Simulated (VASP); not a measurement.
# BP (F-43m) in VASP: notebook

BP is run at these levels: r2SCAN; tasks: single point.

Program: VASP 6.6.1. These are calculated values, not measurements. Logs are shortened: lines on timing, memory, paths and dates and some standing lists are left out, and cuts for length are marked.

**1. The cell of the first run**

The structure is cubic, space group F-43m (No. 216). The conventional cell has a = 4.356 Å, b = 4.356 Å, c = 4.356 Å, α = 90.00°, β = 90.00°, γ = 90.00°. Within 2.5 Å of B (site symmetry -43m) lie 4 P at 1.89 Å. Within 2.5 Å of P (site symmetry -43m) lie 4 B at 1.89 Å.

**2. Single point, r2SCAN (strain -0.040 along x and y, -0.040 along z)**

The input, POSCAR:

```
BP
1.0
    0.0000000000      2.1782400000      2.1782400000
    2.1782400000      0.0000000000      2.1782400000
    2.1782400000      2.1782400000      0.0000000000
B P
1 1
Direct
    0.0000000000      0.0000000000      0.0000000000
    0.7500000000      0.7500000000      0.7500000000
```

The input, INCAR.step1:

```
SYSTEM = BP
PREC = Accurate
ENCUT = 520
ISMEAR = 0
SIGMA = 0.05
LREAL = .FALSE.
LASPH = .TRUE.
NELM = 80
NBANDS = 11
GGA = PE
ALGO = Normal
EDIFF = 1E-4
LWAVE = .TRUE.
LCHARG = .FALSE.
```

The input, INCAR.step2:

```
SYSTEM = BP
PREC = Accurate
ENCUT = 520
EDIFF = 1E-7
ISMEAR = 0
SIGMA = 0.05
LREAL = .FALSE.
LASPH = .TRUE.
NELM = 80
ALGO = Normal
ISIF = 2
LWAVE = .FALSE.
LCHARG = .FALSE.
METAGGA = R2SCAN
LMIXTAU = .TRUE.
NBANDS = 11
ISTART = 1
```

The input, KPOINTS:

```
Automatic mesh
0
G
  10 10 10
  0 0 0
```

Potentials or basis: VASP PAW PBE potentials, release 64 (B, P).

Run with:

```console
$ cat potpaw_PBE.64/B/POTCAR potpaw_PBE.64/P/POTCAR > POTCAR
$ cp INCAR.step1 INCAR
$ mpirun -np 1 vasp_std > vasp.out
$ cp INCAR.step2 INCAR
$ mpirun -np 1 vasp_std > vasp.out
```

OUTCAR:

```text
SYSTEM = BP
   PREC = Accurate
   ENCUT = 520
   EDIFF = 1E-7
   ISMEAR = 0
   LREAL = .FALSE.
   LASPH = .TRUE.
   NELM = 80
   ISIF = 2
   METAGGA = R2SCAN
   ISTART = 1

 ion  position               nearest neighbor table
   1  0.000  0.000  0.000-   2 1.89   2 1.89   2 1.89   2 1.89
   2  0.750  0.750  0.750-   1 1.89   1 1.89   1 1.89   1 1.89

  LATTYP: Found a face centered cubic cell.
 ALAT       =     4.3564800000

  Lattice vectors:

 A1 = (   0.0000000000,   2.1782400000,   2.1782400000)
 A2 = (   2.1782400000,   0.0000000000,   2.1782400000)
 A3 = (   2.1782400000,   2.1782400000,   0.0000000000)

Analysis of symmetry for initial positions (statically):
=====================================================================
 Subroutine PRICEL returns:
 Original cell was already a primitive cell.

 Routine SETGRP: Setting up the symmetry group for a
 face centered cubic supercell.

 Subroutine GETGRP returns: Found 24 space group operations
 (whereof 24 operations were pure point group operations)
 out of a pool of 48 trial point group operations.

The static configuration has the point symmetry T_d .

Analysis of symmetry for dynamics (positions and initial velocities):
=====================================================================
 Subroutine PRICEL returns:
 Original cell was already a primitive cell.

 Routine SETGRP: Setting up the symmetry group for a
 face centered cubic supercell.

 Subroutine GETGRP returns: Found 24 space group operations
 (whereof 24 operations were pure point group operations)
 out of a pool of 48 trial point group operations.

The dynamic configuration has the point symmetry T_d .

 Subroutine INISYM returns: Found 24 space group operations
 (whereof 24 operations are pure point group operations),
 and found     1 'primitive' translations

----------------------------------------------------------------------------------------

                                     Primitive cell

  volume of cell :      20.6703

  direct lattice vectors                    reciprocal lattice vectors
     0.000000000  2.178240000  2.178240000    -0.229543117  0.229543117  0.229543117
     2.178240000  0.000000000  2.178240000     0.229543117 -0.229543117  0.229543117
     2.178240000  2.178240000  0.000000000     0.229543117  0.229543117 -0.229543117

  length of vectors
     3.080496550  3.080496550  3.080496550     0.397580342  0.397580342  0.397580342

  position of ions in fractional coordinates (direct lattice)
     0.000000000  0.000000000  0.000000000
     0.750000000  0.750000000  0.750000000

  ion indices of the primitive-cell ions
   primitive index   ion index
                 1           1
                 2           2

----------------------------------------------------------------------------------------

 KPOINTS: Automatic mesh

Automatic generation of k-mesh.
 Grid dimensions read from file:
 generate k-points for:   10   10   10

 Generating k-lattice:

  Cartesian coordinates                     Fractional coordinates (reciprocal lattice)
    -0.022954312  0.022954312  0.022954312     0.100000000  0.000000000  0.000000000
     0.022954312 -0.022954312  0.022954312     0.000000000  0.100000000  0.000000000
     0.022954312  0.022954312 -0.022954312     0.000000000  0.000000000  0.100000000

  Length of vectors
     0.039758034  0.039758034  0.039758034

  Shift w.r.t. Gamma in fractional coordinates (k-lattice)
     0.000000000  0.000000000  0.000000000

 Subroutine IBZKPT returns following result:
 ===========================================

 Found     47 irreducible k-points:

 Following reciprocal coordinates:
            Coordinates               Weight
  0.000000  0.000000  0.000000      1.000000
  0.100000  0.000000  0.000000      8.000000
  0.200000  0.000000  0.000000      8.000000
  0.300000  0.000000  0.000000      8.000000
  0.400000  0.000000  0.000000      8.000000
  0.500000  0.000000  0.000000      4.000000
[... 16 lines left out ...]
  0.300000  0.300000  0.000000      6.000000
  0.400000  0.300000  0.000000     24.000000
 [... further k-points ...]
   k-points           NKPTS =     47   k-points in BZ     NKDIM =     47   number of bands    NBANDS=     11
   number of dos      NEDOS =    301   number of ions     NIONS =      2
   total plane-waves  NPLWV =  13824
   dimension x,y,z NGX =    24 NGY =   24 NGZ =   24
   dimension x,y,z NGXF=    48 NGYF=   48 NGZF=   48
   ions per type =               1   1
   NGX,Y,Z   is equivalent  to a cutoff of  12.95, 12.95, 12.95 a.u.
   NGXF,Y,Z  is equivalent  to a cutoff of  25.90, 25.90, 25.90 a.u.
 SYSTEM =  BP
   PREC   = accura    normal or accurate (medium, high low for compatibility)
   ISTART =      1    job   : 0-new  1-cont  2-samecut
   ICHARG =      0    charge: 1-file 2-atom 10-const
   ISPIN  =      1    spin polarized calculation?
   LNONCOLLINEAR =      F non collinear calculations
   LSORBIT =      F    spin-orbit coupling
   LASPH  =      T    aspherical Exc in radial PAW
   ENCUT  =  520.0 eV  38.22 Ry    6.18 a.u.   5.73  5.73  5.73*2*pi/ulx,y,z
   NELM   =     80;   NELMIN=  2; NELMDL=  0     # of ELM steps
   EDIFF  = 0.1E-06   stopping-criterion for ELM
   LREAL  =      F    real-space projection
   EDIFFG = 0.1E-05   stopping-criterion for IOM
   NSW    =      0    number of steps for IOM
   IBRION =     -1    ionic relax: 0-MD 1-quasi-New 2-CG
   NFREE  =      0    steps in history (QN), initial steepest desc. (CG)
   ISIF   =      2    stress and relaxation
   ISYM   =      2    0-nonsym 1-usesym 2-fastsym
   POTIM  = 0.5000    time-step for ionic-motion
   TEBEG  =    0.0;   TEEND  =   0.0 temperature during run
   PSTRESS=    0.0 pullay stress
   NELECT =       8.0000    total number of electrons
   NUPDOWN=      -1.0000    fix difference up-down
   EMIN   =  10.00;   EMAX   =-10.00  energy-range for DOS
   EFERMI =   0.00;   METHOD = LEGACY
   ISMEAR =     0;   SIGMA  =   0.05  broadening in eV -4-tet -1-fermi 0-gaus
   EFERMI_NEDOS =   21; number of points for ismear=-14 and -15
   IALGO  =     38    algorithm
   IMIX   =      4    mixing-type and parameters
     AMIX     =   0.40;   BMIX     =  1.00
     AMIX_MAG =   1.60;   BMIX_MAG =  1.00
  volume/ion in A,a.u.               =      10.34        69.75
  Fermi-wavevector in a.u.,A,eV,Ry     =   1.193042  2.254523 19.365845  1.423349
  Thomas-Fermi vector in A             =   2.329066
   LORBIT       =      0    0 simple, 1 ext, 2 COOP (PROOUT), +10 PAW based schemes
   METAGGA = R2SCAN    functional components
   LHFCALC =     F    Hartree Fock is set to
   AEXX    =    0.0000 exact exchange contribution
   IVDW    =     0    specifies the selected vdW correction
   LEPSILON=     F    determine dielectric tensor
   LRPA    =     F    only Hartree local field effects (RPA)
 non-spin polarized calculation
 Gauss-broadening in eV      SIGMA  =   0.05
  energy-cutoff  :      520.00
  volume of cell :       20.67
 maximum number of plane-waves:       568
   NGX = 11   NGY = 11   NGZ = 11

 number of electron       7.9999999 magnetization

 Free energy of the ion-electron system (eV)
  ---------------------------------------------------
  ext. energy  EPLUGINS =         0.00000000
  ---------------------------------------------------
  free energy    TOTEN  =       -17.12384873 eV

  energy without entropy =      -17.12384873  energy(sigma->0) =      -17.12384873

 E-fermi :   9.1277     XC(G=0): -12.0649

 val. band max:        8.9065353386   @ k =   0.0000   0.0000   0.0000
 cond. band min:      10.1840746568   @ k =   0.4000   0.4000   0.0000
 fundamental gap:      1.2775393183
 Fermi energy:         9.1277218490

 k-point     1 :       0.0000    0.0000    0.0000
  band No.  band energies     occupation
      1      -8.5241      2.00000
      2       8.9065      2.00000
      3       8.9065      2.00000
      4       8.9065      2.00000
      5      12.7701      0.00000
      6      12.7701      0.00000
      7      12.7701      0.00000
      8      18.9447      0.00000
      9      21.9201      0.00000
     10      21.9201      0.00000
     11      22.3291      0.00000

 k-point     2 :       0.1000    0.0000    0.0000
  band No.  band energies     occupation
      1      -8.3154      2.00000
      2       7.4404      2.00000
      3       8.5637      2.00000
      4       8.5637      2.00000
      5      13.2496      0.00000
      6      13.2496      0.00000
      7      13.3796      0.00000
      8      19.3433      0.00000
      9      21.1664      0.00000
     10      21.1664      0.00000
     11      22.9926      0.00000

 k-point     3 :       0.2000    0.0000    0.0000
  band No.  band energies     occupation
      1      -7.6956      2.00000
      2       4.7841      2.00000
      3       7.9201      2.00000
      4       7.9201      2.00000
      5      13.8472      0.00000
      6      14.0587      0.00000
      7      14.0587      0.00000
      8      20.1616      0.00000
      9      20.5238      0.00000
     10      20.5238      0.00000
     11      23.8987      0.00000

 k-point     4 :       0.3000    0.0000    0.0000
  band No.  band energies     occupation
      1      -6.6919      2.00000
      2       2.0804      2.00000
      3       7.3628      2.00000
      4       7.3628      2.00000
      5      13.9133      0.00000
      6      14.3237      0.00000
      7      14.3237      0.00000
      8      20.5529      0.00000
      9      21.3195      0.00000
     10      21.3195      0.00000
     11      24.3911      0.00000

 k-point     5 :       0.4000    0.0000    0.0000
  band No.  band energies     occupation
      1      -5.4101      2.00000
      2      -0.2826      2.00000
      3       7.0124      2.00000
      4       7.0124      2.00000
      5      13.8713      0.00000
      6      14.1350      0.00000
      7      14.1350      0.00000
      8      20.4098      0.00000
      9      23.4086      0.00000
     10      23.4086      0.00000
     11      25.4781      0.00000
[... 211 lines left out ...]
 k-point    21 :      -0.3000    0.2000    0.0000
  band No.  band energies     occupation
      1      -5.1606      2.00000
      2       0.9876      2.00000
      3       3.5390      2.00000
      4       6.6878      2.00000
      5      13.2773      0.00000
      6      15.8360      0.00000
      7      17.0216      0.00000
      8      19.9795      0.00000
      9      20.1082      0.00000
     10      23.4186      0.00000
     11      28.1213      0.00000

 k-point    22 :      -0.2000    0.2000    0.0000
  band No.  band energies     occupation
      1      -6.3524      2.00000
      2       3.0589      2.00000
      3       4.0311      2.00000
      4       7.4886      2.00000
      5      14.0539      0.00000
      6      14.9515      0.00000
      7      16.3289      0.00000
      8      18.8191      0.00000
      9      18.9955      0.00000
     10      24.5016      0.00000
     11      27.5303      0.00000

 k-point    23 :       0.3000    0.3000    0.0000
  band No.  band energies     occupation
      1      -6.0632      2.00000
      2       3.6702      2.00000
      3       5.1316      2.00000
      4       5.1316      2.00000
      5      10.5651      0.00000
      6      13.0808      0.00000
      7      19.2424      0.00000
      8      19.2424      0.00000
      9      24.5431      0.00000
     10      24.6950      0.00000
     11      28.3847      0.00000

 k-point    24 :       0.4000    0.3000    0.0000
  band No.  band energies     occupation
      1      -5.0878      2.00000
      2       2.1103      2.00000
      3       4.1702      2.00000
      4       4.7920      2.00000
      5      10.8568      0.00000
      6      12.8187      0.00000
      7      19.8884      0.00000
      8      20.0528      0.00000
      9      25.5370      0.00000
     10      25.7017      0.00000
     11      29.0458      0.00000

 [... further k-points ...]
[... 5 lines left out ...]
  --------------------------------------------------------------------------------------
  -------------------------------------------------------------------------------------
  Total        3.2418302      3.2418302      3.2418302      0.0000000      0.0000000      0.0000000
  in kB      251.2775329    251.2775329    251.2775329      0.0000000      0.0000000      0.0000000
  external PRESSURE =     251.2775329 kB  Pullay stress =       0.0000000 kB

 VOLUME and BASIS-vectors are now :
 -----------------------------------------------------------------------------
  energy-cutoff  :      520.00
  volume of cell :       20.67
      direct lattice vectors                 reciprocal lattice vectors
     0.000000000  2.178240000  2.178240000    -0.229543117  0.229543117  0.229543117
     2.178240000  0.000000000  2.178240000     0.229543117 -0.229543117  0.229543117
     2.178240000  2.178240000  0.000000000     0.229543117  0.229543117 -0.229543117

 POSITION                                       TOTAL-FORCE (eV/Angst)
 -----------------------------------------------------------------------------------
      0.00000      0.00000      0.00000         0.000000      0.000000     -0.000000
      3.26736      3.26736      3.26736        -0.000000     -0.000000      0.000000
 -----------------------------------------------------------------------------------
    total drift:                                0.000000      0.000000      0.000000

  FREE ENERGIE OF THE ION-ELECTRON SYSTEM (eV)
  ---------------------------------------------------
  free  energy   TOTEN  =       -17.1238487298 eV

  energy  without entropy=      -17.1238487298  energy(sigma->0) =      -17.12384873
```

It took 1.8 min on 1 thread of AMD EPYC 7R13, shared host; peak memory 0.11 GiB.

Results:

```yaml
Free_energy: -17.1238 eV
Pressure: 25.1 GPa
Band_gap_on_the_k_mesh: 1.28 eV, indirect (least direct gap 3.86 eV)
```

Caveat: the cell differs from its parent crystal (strain -0.040 along x and y, -0.040 along z); the PAW data sets were made with another functional, which shifts forces and pressure a little. A k mesh can miss the band edges.

(Part 1 of 2 ends here.)
